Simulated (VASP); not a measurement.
Write the native input for VASP 6.6.1 that does the following.

* Task: single point
* Functional: PBEsol
* Dispersion: D3(BJ)
* Potentials or basis: VASP PAW PBE potentials, release 64 (Hg)
* Cutoff: 520 eV
* k mesh: 18 × 18 × 10
* Occupations: gaussian, width 0.15 eV
* Spin: no spin polarisation
* Dipole correction: no
* Further INCAR settings: ALGO = Fast; EDIFF = 1e-06; NBANDS = 19

The structure of Hg lies in POSCAR:

```
Hg
1.0
    3.1540667384      0.0000000000      0.0000000000
   -1.5770333692      2.7315019207      0.0000000000
    0.0000000000      0.0000000000      4.8734000000
Hg
2
Direct
    0.6666666667      0.3333333333      0.7500000000
    0.3333333333      0.6666666667      0.2500000000
```

These files were run (other wordings do the same):

INCAR

```
  PREC = Accurate
  ENCUT = 520
  EDIFF = 1E-6
  ISMEAR = 0
  SIGMA = 0.15
  LREAL = False
  LASPH = True
  NELM = 80
  ALGO = Fast
  ISIF = 2
  LWAVE = False
  LCHARG = False
  GGA = PS
  IVDW = 12
  NBANDS = 19
```

KPOINTS

```
regular mesh
0
Gamma
  18 18 10
```

Potentials or basis: VASP PAW PBE potentials, release 64 (Hg).

The run is started by

```sh
$ cat potpaw_PBE.64/Hg/POTCAR > POTCAR
$ mpirun -np 1 vasp_std > vasp.out
```

Results of the run:

```yaml
Pressure: 3.2 GPa
Band_gap_on_the_k_mesh: zero (band 12 reaches 4.07 eV, above the bottom of band 13 at 2.89 eV)
Dispersion_energy_per_atom: -0.478 eV
```

Caveat: the PAW data sets were made with another functional, which shifts forces and pressure a little; spin-orbit coupling is left out, which moves the levels of the heavy elements; pairwise dispersion overbinds metals, which lowers pressure and volume.

Wall time 34 s on 1 thread of Intel(R) Xeon(R) 6975P-C (Granite Rapids), with other jobs on the host, peak memory 0.27 GiB.
